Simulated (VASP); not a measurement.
Set up this calculation in VASP 6.6.1, as the native input.

* Task: single point
* Functional: PBE
* Potentials or basis: VASP PAW PBE potentials, release 64 (Zn, Cu)
* Cutoff: 520 eV
* k mesh: 12 × 12 × 12
* Occupations: gaussian, width 0.1 eV
* Spin: no spin polarisation
* Dipole correction: no
* Further INCAR settings: ALGO = Fast; EDIFF = 1e-06; NBANDS = 18

The structure of ZnCu lies in POSCAR:

```
ZnCu
1.0
    3.0292859000      0.0000000000      0.0000000000
    0.0000000000      3.0292859000      0.0000000000
    0.0000000000      0.0000000000      2.9409359000
Zn Cu
1 1
Direct
    0.5000000000      0.5000000000      0.5000000000
    0.0000000000      0.0000000000      0.0000000000
```

This cell differs from its parent crystal: strained.

One way to write it, as run:

INCAR

```
ALGO = Fast
EDIFF = 1E-6
ENCUT = 520
GGA = PE
ISIF = 2
ISMEAR = 0
LASPH = True
LCHARG = False
LREAL = False
LWAVE = False
NBANDS = 18
NELM = 60
PREC = Accurate
SIGMA = 0.1
```

KPOINTS

```
k-points
0
Gamma
  12 12 12
```

Potentials or basis: VASP PAW PBE potentials, release 64 (Zn, Cu).

Launch:

```bash
$ cat potpaw_PBE.64/Zn/POTCAR potpaw_PBE.64/Cu/POTCAR > POTCAR
$ mpirun -np 1 vasp_std > vasp.out
```

It gave:

- Pressure: -2.7 GPa

Caveat: the cell differs from its parent crystal (strained).

It took 110 s on 1 thread of Intel(R) Xeon(R) Platinum 8375C CPU @ 2.90GHz (Ice Lake), on a shared host, peak memory 0.22 GiB.
